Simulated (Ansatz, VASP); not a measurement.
# Two plane-wave programs on KI

```
K I
1.0
     0.00000    3.14018    4.44021
     3.14018    0.00000    4.44021
     3.14018    3.14018    0.00000
K I
1 1
Direct
  0.00000 0.00000 0.00000
  0.50000 0.50000 0.50000
```

Alike in both runs: task single point; functional PBE; k mesh 6 × 6 × 6; occupations gaussian, width 0.05 eV; no spin polarisation.

|  | VASP | Ansatz |
| --- | --- | --- |
| version | VASP 6.6.1 | Ansatz 0.2.0 |
| potentials or method | VASP PAW PBE potentials, release 64 (K_sv, I), cutoff 520 eV | scalar-relativistic, plane waves, PAW |
| valence electrons in the cell | 16 | 26 |

VASP gave:

* gap on the k mesh at the Fermi level (eV): 3.70
* least direct gap on the mesh (eV): 3.70
* pressure (GPa): 4.6
* traceless stress, the component that is largest in VASP (GPa): -5.36

Question: What did Ansatz give for the same quantities?

Answer: gap on the k mesh at the Fermi level (eV): 3.71; least direct gap on the mesh (eV): 3.71; pressure (GPa): 4.5; traceless stress, the component that is largest in VASP (GPa): -5.29.

VASP's potentials hold 16 valence electrons a cell and Ansatz's 26, so a difference there can come from the potentials and not from the codes.

Neither program's run includes spin-orbit coupling.
